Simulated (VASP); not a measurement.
Set up this calculation in VASP 6.6.1, as the native input.

```yaml
Task: single point
Functional: r2SCAN
Potentials_or_basis: VASP PAW PBE potentials, release 64 (Ta_pv, N)
Cutoff: 520 eV
k_mesh: 10 × 10 × 10
Occupations: fermi-dirac, width 0.05 eV
Spin: no spin polarisation
Dipole_correction: no
Further_INCAR_settings: ALGO = Normal; EDIFF = 1e-06; NBANDS = 15
```

The system is TaN.

```
Ta N
1.0
     0.00000    2.22597    2.22597
     2.22597    0.00000    2.22597
     2.22597    2.22597    0.00000
Ta N
1 1
Cartesian
  2.2260 2.2260 2.2260
  0.0000 0.0000 0.0000
```

These files were run (other wordings do the same):

POSCAR

```
TaN
1.0
    0.0000000000      2.2259679500      2.2259679500
    2.2259679500      0.0000000000      2.2259679500
    2.2259679500      2.2259679500      0.0000000000
Ta N
1 1
Direct
    0.5000000000      0.5000000000      0.5000000000
    0.0000000000      0.0000000000      0.0000000000
```

INCAR.step1

```
SYSTEM = TaN
PREC = Accurate
ENCUT = 520
ISMEAR = -1
SIGMA = 0.05
LREAL = .FALSE.
LASPH = .TRUE.
NELM = 80
NBANDS = 15
GGA = PE
ALGO = Normal
EDIFF = 1E-4
LWAVE = .TRUE.
LCHARG = .FALSE.
```

INCAR.step2

```
SYSTEM = TaN
PREC = Accurate
ENCUT = 520
EDIFF = 1E-6
ISMEAR = -1
SIGMA = 0.05
LREAL = .FALSE.
LASPH = .TRUE.
NELM = 80
ALGO = Normal
ISIF = 2
LWAVE = .FALSE.
LCHARG = .FALSE.
METAGGA = R2SCAN
LMIXTAU = .TRUE.
NBANDS = 15
ISTART = 1
```

KPOINTS

```
Automatic mesh
0
G
  10 10 10
  0 0 0
```

Potentials or basis: VASP PAW PBE potentials, release 64 (Ta_pv, N).

Run with:

```sh
$ cat potpaw_PBE.64/Ta_pv/POTCAR potpaw_PBE.64/N/POTCAR > POTCAR
$ cp INCAR.step1 INCAR
$ mpirun -np 1 vasp_std > vasp.out
$ cp INCAR.step2 INCAR
$ mpirun -np 1 vasp_std > vasp.out
```

Results of the run:

* Pressure: -10.6 GPa
* Band gap on the k mesh: zero (band 8 reaches 11.00 eV, above the bottom of band 9 at 7.13 eV)

Caveat: the PAW data sets were made with another functional, which shifts forces and pressure a little; spin-orbit coupling is left out, which moves the levels of the heavy elements.

It took 32 s on 1 thread of AMD EPYC 9R45 96-Core Processor (Zen 5) (shared host), peak memory 0.12 GiB.
